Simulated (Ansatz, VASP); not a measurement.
## AlN: VASP beside Ansatz

POSCAR

```
AlN
1.0
    3.0134929486      0.0000000000      0.0000000000
   -1.5067464743      2.6097614476      0.0000000000
    0.0000000000      0.0000000000      5.0552598052
Al N
2 2
Direct
    0.3333333333      0.6666666667      0.0007001071
    0.6666666667      0.3333333333      0.5007001071
    0.3333333333      0.6666666667      0.3742998929
    0.6666666667      0.3333333333      0.8742998929
```

File INCAR.step1:

```
SYSTEM = AlN
PREC = Accurate ; ENCUT = 520
ISMEAR = 0 ; SIGMA = 0.01
LREAL = .FALSE. ; LASPH = .TRUE.
NELM = 100 ; NBANDS = 16
GGA = PE ; ALGO = Normal
EDIFF = 1E-4 ; LWAVE = .TRUE.
LCHARG = .FALSE.
```

File INCAR.step2:

```
SYSTEM = AlN
PREC = Accurate ; ENCUT = 520
EDIFF = 1E-6 ; ISMEAR = 0
SIGMA = 0.01 ; LREAL = .FALSE.
LASPH = .TRUE. ; NELM = 100
ALGO = Normal ; ISIF = 2
LWAVE = .FALSE. ; LCHARG = .TRUE.
METAGGA = R2SCAN ; LMIXTAU = .TRUE.
LELF = .TRUE. ; LVHAR = .TRUE.
NBANDS = 16 ; ISTART = 1
```

KPOINTS

```
Automatic mesh
0
G
  12 12 6
  0 0 0
```

Input for Ansatz:

```yaml
crystal:
  lattice:
    - [3.0134929486, 0.0, 0.0]
    - [-1.5067464743, 2.6097614476, 0.0]
    - [0.0, 0.0, 5.0552598052]
  atoms:
    - { symbol: Al, position: [0.3333333333, 0.6666666667, 0.0007001071] }
    - { symbol: Al, position: [0.6666666667, 0.3333333333, 0.5007001071] }
    - { symbol: "N", position: [0.3333333333, 0.6666666667, 0.3742998929] }
    - { symbol: "N", position: [0.6666666667, 0.3333333333, 0.8742998929] }
kpoints:
  mp_grid: { grid: [12, 12, 6] }
  band_path:
    path:
      - [0.0, 0.0, 0.0]
      - [0.5, 0.0, 0.0]
      - [0.3333333333, 0.3333333333, 0.0]
      - [0.0, 0.0, 0.5]
      - [0.5, 0.0, 0.5]
      - [0.3333333333, 0.3333333333, 0.5]
      - [-0.002604, 0.0, 0.0]
    npoints: 1
hamiltonian:
  xc: r2scan
scf:
  occupations: { method: fixed }
  n_extra_bands: 5
output:
  forces: true
  stress: true
  eigenvalues: true
  write_density: true
  write_potential: true
  elf: true
  volumetric_format: npy
```

Change from the starting cell: epitaxial_xy strain -3.0%.

Alike in both runs: task single point; functional r2SCAN; k mesh 12 × 12 × 6; no spin polarisation.

```csv
,VASP,Ansatz
version,VASP 6.6.1,Ansatz 0.2.0
potentials or method,"VASP PAW PBE potentials, release 64 (Al, N)","plane waves, PAW"
plane-wave cutoff (eV),520,500
occupations,"gaussian, width 0.01 eV",fixed
valence electrons in the cell,16,16
```

```csv
,VASP,Ansatz,Ansatz less VASP
gap on the k mesh at the Fermi level (eV),5.34,5.30,-0.042
pressure (GPa),10.7,11.0,+0.34
"traceless stress, the component that is largest in VASP (GPa)",-11.14,-11.02,+0.113
```

VASP's potentials were made for PBE, not for r2SCAN.
